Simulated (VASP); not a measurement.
A run of VASP 6.6.1 is set up as follows.

File INCAR:

```
SYSTEM = Se
PREC = Accurate
ENCUT = 520
EDIFF = 1E-6
ISMEAR = -1
SIGMA = 0.05
LREAL = .False.
LASPH = .True.
NELM = 60
ALGO = Normal
ISIF = 2
LWAVE = .False.
LCHARG = .False.
GGA = PE
NBANDS = 16
```

File KPOINTS:

```
Automatic mesh
0
Gamma
  7 7 6
  0 0 0
```

File POSCAR:

```
Se
1.0
    3.7497986935      0.0000000000      0.0000000000
   -1.8748993468      3.2474209277      0.0000000000
    0.0000000000      0.0000000000      5.1516323015
Se
3
Direct
    0.7270816339      0.7270816339      0.0000000000
    0.0000000000      0.2729183661      0.6666666667
    0.2729183661      0.0000000000      0.3333333333
```

Potentials or basis: VASP PAW PBE potentials, release 64 (Se).

Launch:

```sh
$ cat potpaw_PBE.64/Se/POTCAR > POTCAR
$ mpirun -np 1 vasp_std > vasp.out
```

Problem. What does it give for the largest force?

Solution. 0.018 eV/Å.

Problem. Estimate the band gap on the k mesh.

Solution. 0.68 eV, indirect (least direct gap 0.80 eV).

Problem. Estimate the pressure.

Solution. 10.1 GPa.

Forces in eV/Å, atoms in the order of the input:
```
Se  -0.009 -0.015  0.000
Se  -0.009  0.015  0.000
Se   0.018  0.000  0.000
```

A k mesh can miss the band edges. As with any semilocal functional, this PBE gap is likely too small.
